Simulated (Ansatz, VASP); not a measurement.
## GaP: VASP beside Ansatz

POSCAR

```
GaP
1.0
    0.0000000000      2.7788631942      2.7788631942
    2.7788631942      0.0000000000      2.7788631942
    2.7788631942      2.7788631942      0.0000000000
Ga P
1 1
Direct
    0.0000000000      0.0000000000      0.0000000000
    0.2500000000      0.2500000000      0.2500000000
```

File INCAR.step1:

```
SYSTEM = GaP
PREC = Accurate ; ENCUT = 550
ISMEAR = 0 ; SIGMA = 0.01
LREAL = .False. ; LASPH = .True.
NELM = 120 ; NBANDS = 16
GGA = PE ; ALGO = Normal
EDIFF = 1E-5 ; LWAVE = .True.
LCHARG = .False. ; GGA_COMPAT = .False.
```

The input INCAR.step2:

```
SYSTEM = GaP
PREC = Accurate ; ENCUT = 550
EDIFF = 1E-6 ; ISMEAR = 0
SIGMA = 0.01 ; LREAL = .False.
LASPH = .True. ; NELM = 120
ALGO = Normal ; ISIF = 2
LWAVE = .False. ; LCHARG = .False.
METAGGA = R2SCAN ; LMIXTAU = .True.
NBANDS = 16 ; ISTART = 1
GGA_COMPAT = .False.
```

Contents of KPOINTS:

```
Automatic mesh
0
Gamma
  6 6 6
  0 0 0
```

Input for Ansatz:

```yaml
crystal:
  lattice:
    - [0.0, 2.7788631942, 2.7788631942]
    - [2.7788631942, 0.0, 2.7788631942]
    - [2.7788631942, 2.7788631942, 0.0]
  atoms:
    - { symbol: Ga, position: [0.0, 0.0, 0.0] }
    - { symbol: P, position: [0.25, 0.25, 0.25] }
kpoints:
  mp_grid: { grid: [6, 6, 6] }
hamiltonian:
  xc: r2scan
scf:
  occupations: { method: fixed }
  n_extra_bands: 4
output:
  forces: true
  stress: true
  eigenvalues: true
```

Alike in both runs: task single point; functional r2SCAN; k mesh 6 × 6 × 6; no spin polarisation.

|  | VASP | Ansatz |
| --- | --- | --- |
| version | VASP 6.6.1 | Ansatz 0.2.0 |
| potentials or method | VASP PAW PBE potentials, release 64 (Ga_d, P) | plane waves, PAW |
| plane-wave cutoff (eV) | 550 | 500 |
| occupations | gaussian, width 0.01 eV | fixed |
| valence electrons in the cell | 18 | 18 |

Ansatz gave:

```
gap on the k mesh at the Fermi level (eV) : 1.85
pressure (GPa)                            : -4.5
```

**Question.** Estimate VASP's values.

**Answer.** gap on the k mesh at the Fermi level (eV): 1.84; pressure (GPa): -4.5.

VASP's potentials were made for PBE, not for r2SCAN.
